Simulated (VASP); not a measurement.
Input of a VASP 6.6.1 run:

The input INCAR:

```
SYSTEM = Ni
  ALGO = Normal
  EDIFF = 1E-6
  ENCUT = 590
  GGA_COMPAT = .FALSE.
  ISIF = 2
  ISMEAR = 0
  ISPIN = 2
  LASPH = .TRUE.
  LCHARG = .FALSE.
  LDAU = .TRUE.
  LDAUJ = 0
  LDAUL = 2
  LDAUPRINT = 1
  LDAUTYPE = 2
  LDAUU = 4.2
  LMAXMIX = 4
  LORBIT = 11
  LREAL = .FALSE.
  LWAVE = .FALSE.
  MAGMOM = 0
  NBANDS = 19
  NELM = 200
  NUPDOWN = 0.0
  PREC = Accurate
  SIGMA = 0.05
```

KPOINTS

```
k-points
0
G
  15 15 15
  0 0 0
```

The input POSCAR:

```
Ni
1.0
    0.0000000000      1.7810000000      1.7810000000
    1.7810000000      0.0000000000      1.7810000000
    1.7810000000      1.7810000000      0.0000000000
Ni
1
Direct
    0.0000000000      0.0000000000      0.0000000000
```

Potentials or basis: VASP PAW LDA potentials, release 64 (Ni_sv_GW).

Launch:

```sh
$ cat potpaw_LDA.64/Ni_sv_GW/POTCAR > POTCAR
$ mpirun -np 1 vasp_std > vasp.out
```

(1) Predict the pressure.

## Answers

(1) -28.4 GPa.

Caveat: the total moment is fixed, so each spin has its own Fermi level; the U is typed as a test and isn't derived for this compound.
